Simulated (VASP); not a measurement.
Input of a VASP 6.6.1 run:

INCAR

```
SYSTEM = ZrGe2Pd3
PREC = Accurate
ENCUT = 600
EDIFF = 1E-6
ISMEAR = 0
SIGMA = 0.1
LREAL = .False.
LASPH = .True.
NELM = 80
ALGO = Fast
ISIF = 3
LWAVE = .False.
LCHARG = .False.
GGA = PE
IBRION = 2
NSW = 100
EDIFFG = -0.01
```

KPOINTS

```
regular mesh
0
Gamma
  10 10 4
  0 0 0
```

File POSCAR:

```
ZrGe2Pd3
1.0
    3.1571253296      0.0000000000      0.0000000000
    0.0000000000      3.1571253296      0.0000000000
    0.0000000000      0.0000000000      9.9573323113
Zr Ge Pd
1 2 3
Direct
    0.5000000000      0.5000000000      0.1628968751
    0.0000000000      0.0000000000      0.9717135637
    0.5000000000      0.5000000000      0.5135772938
    0.0000000000      0.0000000000      0.6535444662
    0.0000000000      0.0000000000      0.3542943564
    0.5000000000      0.5000000000      0.8439724048
```

Potentials or basis: VASP PAW PBE potentials, release 64 (Zr_sv, Ge_d, Pd).

The run is started by

```bash
$ cat potpaw_PBE.64/Zr_sv/POTCAR potpaw_PBE.64/Ge_d/POTCAR potpaw_PBE.64/Pd/POTCAR > POTCAR
$ mpirun -np 1 vasp_std > vasp.out
```

Problem. What does it give for the relaxed volume?

Solution. 16.45 Å³/atom.

Problem. Estimate the relaxed cell.

Solution. a = 3.134 Å, b = 3.134 Å, c = 10.051 Å, α = 90.00°, β = 90.00°, γ = 90.00°.

Forces on the atoms (eV/Å):
```
Zr   0.000  0.000  0.001
Ge   0.000  0.000  0.001
Ge   0.000  0.000 -0.002
Pd   0.000  0.000 -0.005
Pd   0.000  0.000 -0.002
Pd   0.000  0.000  0.007
```
